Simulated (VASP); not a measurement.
# Rh (I4/mmm) in VASP: single point with PBEsol

Aim: the single point of Rh with PBEsol.

Everything below comes from runs of VASP 6.6.1. Logs are shortened: lines on timing, memory, paths and dates and some standing lists are left out, and cuts for length are marked.

## (1) The cell of the first run

It takes space group I4/mmm (No. 139, tetragonal). The conventional cell has a = 2.349 Å, b = 2.349 Å, c = 4.983 Å, α = 90.00°, β = 90.00°, γ = 90.00°. Rh (site symmetry 4/mmm) has 12 Rh at 2.35 to 2.99 Å within 3.1 Å.

## (2) Single point, PBEsol

The input, INCAR:

```
PREC = Accurate
ENCUT = 520
EDIFF = 1E-6
ISMEAR = 0
SIGMA = 0.15
LREAL = False
LASPH = True
NELM = 100
ALGO = Fast
ISIF = 2
LWAVE = False
LCHARG = False
GGA = PS
NBANDS = 14
```

The input, KPOINTS:

```
Automatic mesh
0
Gamma
  24 24 24
```

The input, POSCAR:

```
Rh
1.0
    0.0000000000      1.6611569327      2.4917353991
    1.6611569327      0.0000000000      2.4917353991
    1.6611569327      1.6611569327      0.0000000000
Rh
1
Direct
    0.0000000000      0.0000000000      0.0000000000
```

Potentials or basis: VASP PAW PBE potentials, release 64 (Rh_pv).

Command:

```console
$ cat potpaw_PBE.64/Rh_pv/POTCAR > POTCAR
$ mpirun -np 1 vasp_std > vasp.out
```

OUTCAR:

```text
PREC = Accurate
   ENCUT = 520
   EDIFF = 1E-6
   ISMEAR = 0
   LREAL = False
   LASPH = True
   NELM = 100
   ISIF = 2
   GGA = PS

 ion  position               nearest neighbor table
   1  0.000  0.000  0.000-

  LATTYP: Found a body centered tetragonal cell.
 ALAT       =     2.3492306635
 C/A-ratio  =     2.1213203436

  Lattice vectors:

 A1 = (  -1.6611569327,   0.0000000000,   2.4917353991)
 A2 = (   1.6611569327,   0.0000000000,   2.4917353991)
 A3 = (   0.0000000000,   1.6611569327,  -2.4917353991)

Analysis of symmetry for initial positions (statically):
=====================================================================
 Subroutine PRICEL returns:
 Original cell was already a primitive cell.

 Routine SETGRP: Setting up the symmetry group for a
 body centered tetragonal supercell.

 Subroutine GETGRP returns: Found 16 space group operations
 (whereof 16 operations were pure point group operations)
 out of a pool of 16 trial point group operations.

The static configuration has the point symmetry D_4h.

Analysis of symmetry for dynamics (positions and initial velocities):
=====================================================================
 Subroutine PRICEL returns:
 Original cell was already a primitive cell.

 Routine SETGRP: Setting up the symmetry group for a
 body centered tetragonal supercell.

 Subroutine GETGRP returns: Found 16 space group operations
 (whereof 16 operations were pure point group operations)
 out of a pool of 16 trial point group operations.

The dynamic configuration has the point symmetry D_4h.

 Subroutine INISYM returns: Found 16 space group operations
 (whereof 16 operations are pure point group operations),
 and found     1 'primitive' translations

----------------------------------------------------------------------------------------

                                     Primitive cell

  volume of cell :      13.7516

  direct lattice vectors                    reciprocal lattice vectors
     0.000000000  1.661156933  2.491735399    -0.300995042  0.300995042  0.200663361
     1.661156933  0.000000000  2.491735399     0.300995042 -0.300995042  0.200663361
     1.661156933  1.661156933  0.000000000     0.300995042  0.300995042 -0.200663361

  length of vectors
     2.994693249  2.994693249  2.349230663     0.470597296  0.470597296  0.470597296

  position of ions in fractional coordinates (direct lattice)
     0.000000000  0.000000000  0.000000000

  ion indices of the primitive-cell ions
   primitive index   ion index
                 1           1

----------------------------------------------------------------------------------------

 KPOINTS: Automatic mesh

Automatic generation of k-mesh.
 Grid dimensions read from file:
 generate k-points for:   24   24   24

 Generating k-lattice:

  Cartesian coordinates                     Fractional coordinates (reciprocal lattice)
    -0.012541460  0.012541460  0.008360973     0.041666667 -0.000000000  0.000000000
     0.012541460 -0.012541460  0.008360973    -0.000000000  0.041666667  0.000000000
     0.012541460  0.012541460 -0.008360973     0.000000000  0.000000000  0.041666667

  Length of vectors
     0.019608221  0.019608221  0.019608221

  Shift w.r.t. Gamma in fractional coordinates (k-lattice)
     0.000000000  0.000000000  0.000000000

 Subroutine IBZKPT returns following result:
 ===========================================

 Found   1063 irreducible k-points:

 Following reciprocal coordinates:
            Coordinates               Weight
  0.000000  0.000000  0.000000      1.000000
  0.041667  0.000000  0.000000      8.000000
  0.083333  0.000000  0.000000      8.000000
  0.125000 -0.000000  0.000000      8.000000
  0.166667  0.000000  0.000000      8.000000
  0.208333 -0.000000  0.000000      8.000000
[... 16 lines left out ...]
  0.416667  0.041667  0.000000      8.000000
  0.458333  0.041667  0.000000      8.000000
 [... further k-points ...]
   k-points           NKPTS =   1063   k-points in BZ     NKDIM =   1063   number of bands    NBANDS=     14
   number of dos      NEDOS =    301   number of ions     NIONS =      1
   total plane-waves  NPLWV =  10368
   dimension x,y,z NGX =    24 NGY =   24 NGZ =   18
   dimension x,y,z NGXF=    48 NGYF=   48 NGZF=   36
   ions per type =               1
   NGX,Y,Z   is equivalent  to a cutoff of  13.32, 13.32, 12.74 a.u.
   NGXF,Y,Z  is equivalent  to a cutoff of  26.65, 26.65, 25.48 a.u.
 SYSTEM =  unknown system
   PREC   = accura    normal or accurate (medium, high low for compatibility)
   ISTART =      0    job   : 0-new  1-cont  2-samecut
   ICHARG =      2    charge: 1-file 2-atom 10-const
   ISPIN  =      1    spin polarized calculation?
   LNONCOLLINEAR =      F non collinear calculations
   LSORBIT =      F    spin-orbit coupling
   LASPH  =      T    aspherical Exc in radial PAW
   ENCUT  =  520.0 eV  38.22 Ry    6.18 a.u.   5.57  5.57  4.37*2*pi/ulx,y,z
   NELM   =    100;   NELMIN=  2; NELMDL= -5     # of ELM steps
   EDIFF  = 0.1E-05   stopping-criterion for ELM
   LREAL  =      F    real-space projection
   EDIFFG = 0.1E-04   stopping-criterion for IOM
   NSW    =      0    number of steps for IOM
   IBRION =     -1    ionic relax: 0-MD 1-quasi-New 2-CG
   NFREE  =      0    steps in history (QN), initial steepest desc. (CG)
   ISIF   =      2    stress and relaxation
   ISYM   =      2    0-nonsym 1-usesym 2-fastsym
   POTIM  = 0.5000    time-step for ionic-motion
   TEBEG  =    0.0;   TEEND  =   0.0 temperature during run
   PSTRESS=    0.0 pullay stress
   NELECT =      15.0000    total number of electrons
   NUPDOWN=      -1.0000    fix difference up-down
   EMIN   =  10.00;   EMAX   =-10.00  energy-range for DOS
   EFERMI =   0.00;   METHOD = LEGACY
   ISMEAR =     0;   SIGMA  =   0.15  broadening in eV -4-tet -1-fermi 0-gaus
   EFERMI_NEDOS =   21; number of points for ismear=-14 and -15
   IALGO  =     68    algorithm
   IMIX   =      4    mixing-type and parameters
     AMIX     =   0.40;   BMIX     =  1.00
     AMIX_MAG =   1.60;   BMIX_MAG =  1.00
  volume/ion in A,a.u.               =      13.75        92.80
  Fermi-wavevector in a.u.,A,eV,Ry     =   1.685211  3.184586 38.639656  2.839935
  Thomas-Fermi vector in A             =   2.768095
   LORBIT       =      0    0 simple, 1 ext, 2 COOP (PROOUT), +10 PAW based schemes
   GGA     = PS    functional components
   LHFCALC =     F    Hartree Fock is set to
   AEXX    =    0.0000 exact exchange contribution
   IVDW    =     0    specifies the selected vdW correction
   LEPSILON=     F    determine dielectric tensor
   LRPA    =     F    only Hartree local field effects (RPA)
 non-spin polarized calculation
 RMM-DIIS sequential band-by-band and
 Gauss-broadening in eV      SIGMA  =   0.15
  energy-cutoff  :      520.00
  volume of cell :       13.75
 maximum number of plane-waves:       397
   NGX = 11   NGY = 11   NGZ =  9

 number of electron      14.9999999 magnetization

 Free energy of the ion-electron system (eV)
  ---------------------------------------------------
  ext. energy  EPLUGINS =         0.00000000
  ---------------------------------------------------
  free energy    TOTEN  =        -7.13049796 eV

  energy without entropy =       -7.11260650  energy(sigma->0) =       -7.12155223

 E-fermi :  11.8075     XC(G=0): -14.1209

 val. band max:       11.8069967334   @ k =  -0.2083   0.4167   0.3333
 cond. band min:      11.8078370687   @ k =   0.3333   0.2083   0.0417
 fundamental gap:      0.0008403353
 Fermi energy:        11.8075177116

 k-point     1 :       0.0000    0.0000    0.0000
  band No.  band energies     occupation
      1     -34.5258      2.00000
      2     -34.2769      2.00000
      3     -34.2769      2.00000
      4       3.8259      2.00000
      5       5.6965      2.00000
      6       7.5121      2.00000
      7      11.0324      2.00000
      8      11.0324      2.00000
      9      13.1615      0.00000
     10      26.4170      0.00000
     11      30.2148      0.00000
     12      32.5272      0.00000
     13      36.9314      0.00000
     14      36.9315      0.00000

 k-point     2 :       0.0417    0.0000    0.0000
  band No.  band energies     occupation
      1     -34.5259      2.00000
      2     -34.3026      2.00000
      3     -34.2751      2.00000
      4       3.9026      2.00000
      5       5.7473      2.00000
      6       7.5449      2.00000
      7      10.9417      2.00000
      8      11.0515      2.00000
      9      13.1030      0.00000
     10      26.5187      0.00000
     11      30.2857      0.00000
     12      32.5274      0.00000
     13      35.9964      0.00000
     14      37.0640      0.00000

 k-point     3 :       0.0833    0.0000    0.0000
  band No.  band energies     occupation
      1     -34.5264      2.00000
      2     -34.3776      2.00000
      3     -34.2698      2.00000
      4       4.1230      2.00000
      5       5.8978      2.00000
      6       7.6453      2.00000
      7      10.6915      2.00000
      8      11.1073      2.00000
      9      12.9343      0.00000
     10      26.7913      0.00000
     11      30.4665      0.00000
     12      32.5261      0.00000
     13      34.7415      0.00000
     14      37.4375      0.00000

 k-point     4 :       0.1250   -0.0000    0.0000
  band No.  band energies     occupation
      1     -34.5319      2.00000
      2     -34.4912      2.00000
      3     -34.2614      2.00000
      4       4.4563      2.00000
      5       6.1429      2.00000
      6       7.8189      2.00000
      7      10.3425      2.00000
      8      11.1955      2.00000
      9      12.6763      0.00000
     10      27.1454      0.00000
     11      30.6170      0.00000
     12      32.5208      0.00000
     13      33.5179      0.00000
     14      36.2391      0.00000

 k-point     5 :       0.1667    0.0000    0.0000
  band No.  band energies     occupation
      1     -34.6534      2.00000
      2     -34.5228      2.00000
      3     -34.2504      2.00000
      4       4.8494      2.00000
      5       6.4671      2.00000
      6       8.0675      2.00000
      7       9.9928      2.00000
      8      11.3065      2.00000
      9      12.3600      0.00000
     10      27.4458      0.00000
     11      30.3412      0.00000
[... 276 lines left out ...]
 k-point    22 :       0.3750    0.0417    0.0000
  band No.  band energies     occupation
      1     -35.3680      2.00000
      2     -34.5426      2.00000
      3     -34.1996      2.00000
      4       5.8797      2.00000
      5       6.8415      2.00000
      6      10.4969      2.00000
      7      10.8488      2.00000
      8      11.2378      2.00000
      9      12.1438      0.00152
     10      24.1326      0.00000
     11      25.4999      0.00000
     12      32.5254      0.00000
     13      33.8404      0.00000
     14      36.1395      0.00000

 k-point    23 :       0.4167    0.0417    0.0000
  band No.  band energies     occupation
      1     -35.5093      2.00000
      2     -34.5388      2.00000
      3     -34.1880      2.00000
      4       5.8669      2.00000
      5       6.7714      2.00000
      6      10.5989      2.00000
      7      11.4796      1.99801
      8      11.7209      1.58601
      9      12.2500      0.00003
     10      22.9879      0.00000
     11      24.9004      0.00000
     12      32.5260      0.00000
     13      34.0527      0.00000
     14      36.1602      0.00000

 k-point    24 :       0.4583    0.0417    0.0000
  band No.  band energies     occupation
      1     -35.6163      2.00000
      2     -34.5340      2.00000
      3     -34.1788      2.00000
      4       5.8052      2.00000
      5       6.7651      2.00000
      6      10.4100      2.00000
      7      12.0219      0.04328
      8      12.3256      0.00000
      9      12.4155      0.00000
     10      22.1375      0.00000
     11      24.4207      0.00000
     12      32.5261      0.00000
     13      34.0847      0.00000
     14      35.9499      0.00000

 [... further k-points ...]

------------------------ aborting loop because EDIFF is reached ----------------------------------------

  FORCE on cell =-STRESS in cart. coord.  units (eV):
  Direction    XX          YY          ZZ          XY          YZ          ZX
  --------------------------------------------------------------------------------------
  -------------------------------------------------------------------------------------
  Total        4.7608623      4.7608623     -2.4474885      0.0000000     -0.0000000      0.0000000
  in kB      554.6805830    554.6805830   -285.1530294      0.0000000     -0.0000000      0.0000000
  external PRESSURE =     274.7360455 kB  Pullay stress =       0.0000000 kB

 VOLUME and BASIS-vectors are now :
 -----------------------------------------------------------------------------
  energy-cutoff  :      520.00
  volume of cell :       13.75
      direct lattice vectors                 reciprocal lattice vectors
     0.000000000  1.661156933  2.491735399    -0.300995042  0.300995042  0.200663361
     1.661156933  0.000000000  2.491735399     0.300995042 -0.300995042  0.200663361
     1.661156933  1.661156933  0.000000000     0.300995042  0.300995042 -0.200663361

 POSITION                                       TOTAL-FORCE (eV/Angst)
 -----------------------------------------------------------------------------------
      0.00000      0.00000      0.00000        -0.000000      0.000000     -0.000000
 -----------------------------------------------------------------------------------
    total drift:                                0.000000      0.000000     -0.000000

  FREE ENERGIE OF THE ION-ELECTRON SYSTEM (eV)
  ---------------------------------------------------
  free  energy   TOTEN  =        -7.1304979585 eV

  energy  without entropy=       -7.1126064970  energy(sigma->0) =       -7.12155223
```

Wall time 69 s (1 thread of Intel Xeon Platinum 8559C (Emerald Rapids), shared host); peak memory 0.29 GiB.

Results:

* Free energy: -7.1305 eV
* Pressure: 27.5 GPa

Stress tensor (GPa, compression positive):
```
 55.47   0.00   0.00
  0.00  55.47   0.00
  0.00   0.00 -28.52
```

Caveat: the PAW data sets were made with another functional, which shifts forces and pressure a little.
